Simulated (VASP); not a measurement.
Runs of VASP 6.6.1 on GeW. The structure is that of space group Fm-3m (No. 225), or close to it. The cells are those of the table. 

```csv
task,level,spin,cell,k mesh,cutoff (eV),smearing,grid for exact exchange (PRECFOCK),share of exact exchange,screening parameter,gap on the mesh (eV),pressure (GPa)
relaxation of cell and atoms,BLYP,off,"relaxed from a = 3.645 Å, angles 60.0°, 2 atoms",9 × 9 × 9,600,fermi-dirac 0.05 eV,-,-,-,none,-0.1
single point,PBEsol,"non-collinear, zero start, SOC","a = 3.645 Å, angles 60.0°, 2 atoms",7 × 7 × 7,520,fermi-dirac 0.05 eV,-,-,-,-,-5.1
single point,BLYP,off,"a = 3.706 Å, angles 60.0°, 2 atoms",9 × 9 × 9,520,fermi-dirac 0.05 eV,-,-,-,none,0.6
single point,PBE,off,"a = 3.645 Å, angles 60.0°, 2 atoms",9 × 9 × 9,520,gaussian 0.024 eV,-,-,-,none,0.4
single point,PBE,off,"a = 3.645 Å, angles 60.0°, 2 atoms",9 × 9 × 9,520,gaussian 0.022 eV,-,-,-,none,0.4
single point,PBE-based screened hybrid with 25 % exact exchange,off,"a = 3.614 Å, angles 60.0°, 2 atoms",5 × 5 × 5,520,fermi-dirac 0.05 eV,Normal,0.25,0.3 1/Å,none,(a)
single point,HSE06,off,"a = 3.610 Å, angles 60.0°, 2 atoms",5 × 5 × 5,520,fermi-dirac 0.05 eV,Normal,0.25,0.2079 1/Å,none,0.0
```

Estimate the missing entries.

(a) 0.1.

Caveats: some runs use coarse meshes; spin-orbit coupling is left out, which moves the levels of the heavy elements (at least some runs); the PAW data sets were made with another functional, which shifts forces and pressure a little (at least some runs); the cell stands under tension (at least some runs).

A k mesh can miss the band edges, and rows without SOC leave out spin-orbit coupling on Ge, W.

A gap of «none» marks levels without a gap at the run's occupations.
